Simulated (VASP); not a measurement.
CaO:

```
Ca O
1.0
     0.12259    2.40338    2.40338
     2.40338    0.12259    2.40338
     2.40338    2.40338    0.12259
Ca O
1 1
Cartesian
  0.0000 0.0000 0.0000
  2.4647 2.4647 2.4647
```

This cell differs from its parent crystal: epitaxial 111 strain -4.9%.

Base run:

* Program: VASP 6.6.1
* Functional: r2SCAN
* Potentials or basis: VASP PAW PBE potentials, release 64 (Ca_sv, O)
* Cutoff: 520 eV
* k mesh: 10 × 10 × 10
* Occupations: gaussian, width 0.01 eV
* Spin: no spin polarisation

Its results: band gap on the k mesh 4.00 eV (least direct gap 4.34 eV); pressure 10.9 GPa.

Task: The run is repeated on the same cell with these changes: functional from r2SCAN to PBE; occupations from gaussian, width 0.01 eV to fermi-dirac, width 0.02 eV. What comes out?

Result: Band gap on the k mesh 3.45 eV (least direct gap 3.79 eV); pressure 12.7 GPa.

Caveats: the cell stands under pressure; the PAW data sets were made with another functional, which shifts forces and pressure a little (at least some runs).

A k mesh can miss the band edges.
